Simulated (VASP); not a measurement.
# BN (Cm) in VASP: further runs

Runs on BN. Level: PBE+D3(BJ). Tasks: single point.

Everything below comes from runs of VASP 6.6.1. Logs are shortened: lines on timing, memory, paths and dates and some standing lists are left out, and cuts for length are marked.

## Step 1: The cell of the first run

It takes space group Cm (No. 8, monoclinic). Conventional cell: a = 4.341 Å, b = 2.506 Å, c = 6.597 Å, α = 90.00°, β = 90.00°, γ = 90.00°. B (site symmetry m) has 1 N at 1.04 Å within 1.4 Å. B (site symmetry m) has 3 N at 1.45 Å within 1.9 Å. N (site symmetry m) has 3 B at 1.45 Å within 1.9 Å. Within 1.4 Å of N (site symmetry m) lie 1 B at 1.04 Å.

## Step 2: Single point, PBE+D3(BJ) (atom 1 (B) moved by -0.480 Å along [1 2 0] and -0.384 Å along [0 0 1])

INCAR reads:

```
SYSTEM = BN
PREC = Accurate
ENCUT = 520
EDIFF = 1E-7
ISMEAR = 0
SIGMA = 0.05
LREAL = .FALSE.
LASPH = .TRUE.
NELM = 60
ALGO = Normal
ISIF = 2
LWAVE = .FALSE.
LCHARG = .FALSE.
GGA = PE
IVDW = 12
NBANDS = 16
```

KPOINTS reads:

```
Automatic mesh
0
G
  12 12 4
  0 0 0
```

POSCAR reads:

```
BN
1.0
    2.5061233057      0.0000000000      0.0000000000
   -1.2530616528      2.1703664477      0.0000000000
    0.0000000000      0.0000000000      6.5973571420
B N
2 2
Direct
   -0.1105804046     -0.2211608093      0.4417948746
    0.3333333333      0.6666666667      0.0000000000
    0.0000000000      0.0000000000      0.0000000000
    0.6666666667      0.3333333333      0.5000000000
```

Potentials or basis: VASP PAW PBE potentials, release 64 (B, N).

Command:

```sh
$ cat potpaw_PBE.64/B/POTCAR potpaw_PBE.64/N/POTCAR > POTCAR
$ mpirun -np 1 vasp_std > vasp.out
```

OUTCAR:

```text
SYSTEM = BN
   PREC = Accurate
   ENCUT = 520
   EDIFF = 1E-7
   ISMEAR = 0
   LREAL = .FALSE.
   LASPH = .TRUE.
   NELM = 60
   ISIF = 2
   GGA = PE
   IVDW = 12
 IVDW          = 12

 ion  position               nearest neighbor table
   1  0.889  0.779  0.442-   4 1.04   4 1.78   4 1.78
   2  0.333  0.667  0.000-   3 1.45   3 1.45   3 1.45
   3  0.000  0.000  0.000-   2 1.45   2 1.45   2 1.45
   4  0.667  0.333  0.500-   1 1.04   1 1.78   1 1.78

  LATTYP: Found a hexagonal cell.
 ALAT       =     2.5061233057
 C/A-ratio  =     2.6324950281

  Lattice vectors:

 A1 = (   2.5061233057,   0.0000000000,   0.0000000000)
 A2 = (  -1.2530616528,   2.1703664477,   0.0000000000)
 A3 = (   0.0000000000,   0.0000000000,   6.5973571420)

Analysis of symmetry for initial positions (statically):
=====================================================================
 Subroutine PRICEL returns:
 Original cell was already a primitive cell.

 Routine SETGRP: Setting up the symmetry group for a
 hexagonal supercell.

 Subroutine GETGRP returns: Found  2 space group operations
 (whereof  2 operations were pure point group operations)
 out of a pool of 24 trial point group operations.

The static configuration has the point symmetry C_1h.

Analysis of symmetry for dynamics (positions and initial velocities):
=====================================================================
 Subroutine PRICEL returns:
 Original cell was already a primitive cell.

 Routine SETGRP: Setting up the symmetry group for a
 hexagonal supercell.

 Subroutine GETGRP returns: Found  2 space group operations
 (whereof  2 operations were pure point group operations)
 out of a pool of 24 trial point group operations.

The dynamic configuration has the point symmetry C_1h.

 Subroutine INISYM returns: Found  2 space group operations
 (whereof  2 operations are pure point group operations),
 and found     1 'primitive' translations

----------------------------------------------------------------------------------------

                                     Primitive cell

  volume of cell :      35.8844

  direct lattice vectors                    reciprocal lattice vectors
     2.506123306  0.000000000  0.000000000     0.399022665  0.230375843  0.000000000
    -1.253061653  2.170366448  0.000000000     0.000000000  0.460751686  0.000000000
     0.000000000  0.000000000  6.597357142     0.000000000  0.000000000  0.151575847

  length of vectors
[... 87 lines left out ...]
   LREAL  =      F    real-space projection
   EDIFFG = 0.1E-05   stopping-criterion for IOM
   NSW    =      0    number of steps for IOM
   IBRION =     -1    ionic relax: 0-MD 1-quasi-New 2-CG
   NFREE  =      0    steps in history (QN), initial steepest desc. (CG)
   ISIF   =      2    stress and relaxation
   ISYM   =      2    0-nonsym 1-usesym 2-fastsym
   POTIM  = 0.5000    time-step for ionic-motion
   TEBEG  =    0.0;   TEEND  =   0.0 temperature during run
   PSTRESS=    0.0 pullay stress
   NELECT =      16.0000    total number of electrons
   NUPDOWN=      -1.0000    fix difference up-down
   EMIN   =  10.00;   EMAX   =-10.00  energy-range for DOS
   EFERMI =   0.00;   METHOD = LEGACY
   ISMEAR =     0;   SIGMA  =   0.05  broadening in eV -4-tet -1-fermi 0-gaus
   EFERMI_NEDOS =   21; number of points for ismear=-14 and -15
   IALGO  =     38    algorithm
   IMIX   =      4    mixing-type and parameters
     AMIX     =   0.40;   BMIX     =  1.00
     AMIX_MAG =   1.60;   BMIX_MAG =  1.00
  volume/ion in A,a.u.               =       8.97        60.54
  Fermi-wavevector in a.u.,A,eV,Ry     =   1.250680  2.363443 21.282251  1.564201
  Thomas-Fermi vector in A             =   2.384663
   LORBIT       =      0    0 simple, 1 ext, 2 COOP (PROOUT), +10 PAW based schemes
   GGA     = PE    functional components
   LHFCALC =     F    Hartree Fock is set to
   AEXX    =    0.0000 exact exchange contribution
   IVDW    =    12    specifies the selected vdW correction
   LEPSILON=     F    determine dielectric tensor
   LRPA    =     F    only Hartree local field effects (RPA)
 non-spin polarized calculation
 Gauss-broadening in eV      SIGMA  =   0.05
  energy-cutoff  :      520.00
  volume of cell :       35.88
 maximum number of plane-waves:       985
   NGX =  9   NGY =  9   NGZ = 25

 number of electron      15.9999998 magnetization

 Free energy of the ion-electron system (eV)
  ---------------------------------------------------
  ext. energy  EPLUGINS =         0.00000000
  ---------------------------------------------------
  free energy    TOTEN  =       -27.74033530 eV

  energy without entropy =      -27.74033530  energy(sigma->0) =      -27.74033530

 E-fermi :   4.3990     XC(G=0): -10.1061

 val. band max:        4.1266545628   @ k =   0.0000   0.0000   0.2500
 cond. band min:       5.3092237556   @ k =   0.0000   0.5000   0.5000
 fundamental gap:      1.1825691928
 Fermi energy:         4.3989575514

 k-point     1 :       0.0000    0.0000    0.0000
  band No.  band energies     occupation
      1     -15.9423      2.00000
      2     -14.8408      2.00000
      3      -4.3488      2.00000
      4      -1.8353      2.00000
      5      -0.9900      2.00000
      6       0.3955      2.00000
[... 433 lines left out ...]
      3      -5.8698      2.00000
      4      -4.4892      2.00000
      5      -2.4561      2.00000
      6      -0.9747      2.00000
[... 8 lines left out ...]
     15      18.1433      0.00000
     16      18.5653      0.00000

 [... further k-points ...]

------------------------ aborting loop because EDIFF is reached ----------------------------------------

 Edisp (eV)   -0.57253

 E8    (eV) :    -0.1682

  FORCE on cell =-STRESS in cart. coord.  units (eV):
  Direction    XX          YY          ZZ          XY          YZ          ZX
  --------------------------------------------------------------------------------------
  -------------------------------------------------------------------------------------
  Total       1.41705    31.67416     2.86297     0.00000   -14.94586    -0.00000
  in kB      63.26908  1414.19778   127.82687     0.00000  -667.30757    -0.00000
  external pressure =      535.10 kB  Pullay stress =        0.00 kB

 VOLUME and BASIS-vectors are now :
 -----------------------------------------------------------------------------
  energy-cutoff  :      520.00
  volume of cell :       35.88
      direct lattice vectors                 reciprocal lattice vectors
     2.506123306  0.000000000  0.000000000     0.399022665  0.230375843  0.000000000
    -1.253061653  2.170366448  0.000000000     0.000000000  0.460751686  0.000000000
     0.000000000  0.000000000  6.597357142     0.000000000  0.000000000  0.151575847

 POSITION                                       TOTAL-FORCE (eV/Angst)
 -----------------------------------------------------------------------------------
      1.25306      1.69037      2.91468         0.000000     39.137190     -8.264735
     -0.00000      1.44691      0.00000        -0.000000     -0.004387     -0.315437
      0.00000      0.00000      0.00000        -0.000000     -0.013901      0.262077
      1.25306      0.72346      3.29868        -0.000000    -39.118902      8.318095
 -----------------------------------------------------------------------------------
    total drift:                               -0.000001     -0.000280      0.000005

  FREE ENERGIE OF THE ION-ELECTRON SYSTEM (eV)
  ---------------------------------------------------
  free  energy   TOTEN  =       -28.3128615597 eV

  energy  without entropy=      -28.3128615597  energy(sigma->0) =      -28.31286156
```

Run time: 83 s. Hardware: 1 thread of Intel Xeon 6975P-C, shared host; peak memory 0.21 GiB.

Results:

```yaml
Free_energy: -28.3129 eV
Pressure: 53.5 GPa
Largest_force: 40.000 eV/Å
Band_gap_on_the_k_mesh: 1.18 eV, indirect (least direct gap 2.39 eV)
Dispersion_energy_per_atom: -0.143 eV
```

Forces in eV/Å, atoms in the order of the input:
```
B     0.000  39.137  -8.265
B     0.000  -0.004  -0.315
N     0.000  -0.014   0.262
N     0.000 -39.119   8.318
```

Stress tensor (GPa, compression positive):
```
  6.33   0.00   0.00
  0.00 141.42 -66.73
  0.00 -66.73  12.78
```

Caveat: the cell differs from its parent crystal (atom 1 (B) moved by -0.480 Å along [1 2 0] and -0.384 Å along [0 0 1]); forces of over 1 eV/Å act on the atoms, so gaps and moduli don't describe the material at rest.

## Step 3: Single point, PBE+D3(BJ) (atom 1 (B) moved by +0.384 Å along [1 2 0] and -0.288 Å along [0 0 1])

INCAR reads:

```
  PREC = Accurate
  ENCUT = 520
  EDIFF = 1E-7
  ISMEAR = 0
  SIGMA = 0.05
  LREAL = False
  LASPH = True
  NELM = 60
  ALGO = Normal
  ISIF = 2
  LWAVE = False
  LCHARG = False
  GGA = PE
  IVDW = 12
  NBANDS = 16
```

KPOINTS reads:

```
regular mesh
0
Gamma
  12 12 4
```

Changes to POSCAR since step 2:

```diff
@@ -8,3 +8,3 @@
 Direct
-   -0.1105804046     -0.2211608093      0.4417948746
+    0.0884643237      0.1769286474      0.4563461559
     0.3333333333      0.6666666667      0.0000000000
```

Potentials or basis: VASP PAW PBE potentials, release 64 (B, N).

Command:

```sh
$ cat potpaw_PBE.64/B/POTCAR potpaw_PBE.64/N/POTCAR > POTCAR
$ mpirun -np 1 vasp_std > vasp.out
```

Run time: 68 s. Hardware: 1 thread of Intel Xeon 6975P-C, shared host; peak memory 0.22 GiB.

The run converged. Its results:

| Item | Value |
| --- | --- |
| Free energy | -33.6648 eV |
| Pressure | 12.1 GPa |
| Largest force | 5.359 eV/Å |
| Band gap on the k mesh | 0.98 eV, indirect (least direct gap 2.02 eV) |
| Dispersion energy per atom | -0.143 eV |

Forces on the atoms (eV/Å):
```
B    0.000 -4.954  2.043
B    0.000  0.004 -0.244
N    0.000  0.019  0.201
N    0.000  4.932 -2.000
```

Stress tensor (GPa, compression positive):
```
27.35  0.00  0.00
 0.00 12.40  6.13
 0.00  6.13 -3.46
```

Levels at points of the mesh, in eV from the valence-band top:
```csv
k point,band 5,band 6,band 7,band 8,band 9,band 10,band 11,band 12
"(0.00, 0.00, 0.00)",-6.42,-4.04,-4.03,-0.01,2.01,6.55,7.83,8.88
"(0.50, 0.00, 0.00)",-6.82,-3.84,-3.71,-2.88,1.05,2.52,4.59,7.09
"(0.00, 0.50, 0.00)",-8.09,-6.82,-4.44,-3.52,2.10,4.72,6.89,7.27
"(0.00, 0.00, 0.50)",-6.65,-4.04,-4.03,0.00,3.56,5.62,6.89,8.88
"(0.50, 0.00, 0.50)",-6.82,-3.83,-3.56,-2.89,0.98,2.06,4.69,7.24
"(0.00, 0.50, 0.50)",-8.09,-6.82,-4.29,-3.58,1.95,4.36,6.98,7.52
```

Caveat: the cell differs from its parent crystal (atom 1 (B) moved by +0.384 Å along [1 2 0] and -0.288 Å along [0 0 1]); forces of over 1 eV/Å act on the atoms, so gaps and moduli don't describe the material at rest.

## Step 4: Single point, PBE+D3(BJ) (atom 1 (B) moved by -0.192 Å along [1 2 0] and -0.480 Å along [0 0 1])

INCAR reads:

```
SYSTEM = BN
PREC     = Accurate       ! precision mode
ENCUT    = 520            ! plane-wave cutoff, eV
EDIFF    = 1E-6           ! SCF threshold, eV
ISMEAR   = 0              ! smearing method
SIGMA    = 0.05           ! smearing width, eV
LREAL    = .False.        ! projectors in reciprocal space
LASPH    = .True.         ! aspherical terms in the spheres
NELM     = 100            ! most SCF steps
ALGO     = Normal         ! electronic algorithm
ISIF     = 2              ! what is computed and relaxed
LWAVE    = .False.        ! write WAVECAR
LCHARG   = .True.         ! write CHGCAR
GGA      = PE             ! functional
IVDW     = 12             ! dispersion correction
LELF     = .True.         ! ELF
LVHAR    = .True.       
NBANDS   = 16             ! bands
```

KPOINTS reads:

```
Automatic mesh
0
Gamma
  12 12 4
  0 0 0
```

Changes to POSCAR since step 3:

```diff
@@ -8,3 +8,3 @@
 Direct
-    0.0884643237      0.1769286474      0.4563461559
+   -0.0442321619     -0.0884643237      0.4272435932
     0.3333333333      0.6666666667      0.0000000000
```

Potentials or basis: VASP PAW PBE potentials, release 64 (B, N).

Command:

```sh
$ cat potpaw_PBE.64/B/POTCAR potpaw_PBE.64/N/POTCAR > POTCAR
$ mpirun -np 1 vasp_std > vasp.out
```

OUTCAR:

```text
SYSTEM = BN
   PREC = Accurate
   ENCUT = 520
   EDIFF = 1E-6
   ISMEAR = 0
   LREAL = .False.
   LASPH = .True.
   NELM = 100
   ISIF = 2
   GGA = PE
   IVDW = 12
 IVDW          = 12

 ion  position               nearest neighbor table
   1  0.956  0.912  0.427-   4 1.34   4 1.62   4 1.62
   2  0.333  0.667  0.000-   3 1.45   3 1.45   3 1.45
   3  0.000  0.000  0.000-   2 1.45   2 1.45   2 1.45
   4  0.667  0.333  0.500-   1 1.34   1 1.62   1 1.62

  LATTYP: Found a hexagonal cell.
 ALAT       =     2.5061233057
 C/A-ratio  =     2.6324950281
[... 657 lines left out ...]
  Direction    XX          YY          ZZ          XY          YZ          ZX
  --------------------------------------------------------------------------------------
  -------------------------------------------------------------------------------------
  Total       0.20692     2.64577    -2.96920     0.00000    -3.00569    -0.00000
  in kB       9.23852   118.12925  -132.56988     0.00000  -134.19895    -0.00000
  external pressure =       -1.73 kB  Pullay stress =        0.00 kB

 VOLUME and BASIS-vectors are now :
 -----------------------------------------------------------------------------
  energy-cutoff  :      520.00
  volume of cell :       35.88
      direct lattice vectors                 reciprocal lattice vectors
     2.506123306  0.000000000  0.000000000     0.399022665  0.230375843  0.000000000
    -1.253061653  2.170366448  0.000000000     0.000000000  0.460751686  0.000000000
     0.000000000  0.000000000  6.597357142     0.000000000  0.000000000  0.151575847

 POSITION                                       TOTAL-FORCE (eV/Angst)
 -----------------------------------------------------------------------------------
      1.25306      1.97837      2.81868         0.000000      6.369168      5.381065
     -0.00000      1.44691      0.00000        -0.000000     -0.003701     -0.386110
      0.00000      0.00000      0.00000        -0.000000     -0.012101      0.317694
      1.25306      0.72346      3.29868        -0.000000     -6.353366     -5.312649
 -----------------------------------------------------------------------------------
    total drift:                                0.000000     -0.000178      0.000413

  FREE ENERGIE OF THE ION-ELECTRON SYSTEM (eV)
  ---------------------------------------------------
  free  energy   TOTEN  =       -33.5978911200 eV

  energy  without entropy=      -33.5978911200  energy(sigma->0) =      -33.59789112
```

Run time: 70 s. Hardware: 1 thread of Intel Xeon 6975P-C, shared host; peak memory 0.22 GiB.

What came out:

| Property | Result |
| --- | --- |
| Free energy | -33.5979 eV |
| Pressure | -0.2 GPa |
| Largest force | 8.338 eV/Å |
| Band gap on the k mesh | 0.89 eV, indirect (least direct gap 1.40 eV) |
| Dispersion energy per atom | -0.143 eV |

Forces on the atoms (eV/Å):
```
B    0.000  6.369  5.381
B    0.000 -0.004 -0.386
N    0.000 -0.012  0.318
N    0.000 -6.353 -5.313
```

Stress tensor (GPa, compression positive):
```
  0.92   0.00   0.00
  0.00  11.81 -13.42
  0.00 -13.42 -13.26
```

Caveat: the cell differs from its parent crystal (atom 1 (B) moved by -0.192 Å along [1 2 0] and -0.480 Å along [0 0 1]); forces of over 1 eV/Å act on the atoms, so gaps and moduli don't describe the material at rest. A k mesh can miss the band edges.

(Continued in part 2 of 2.)
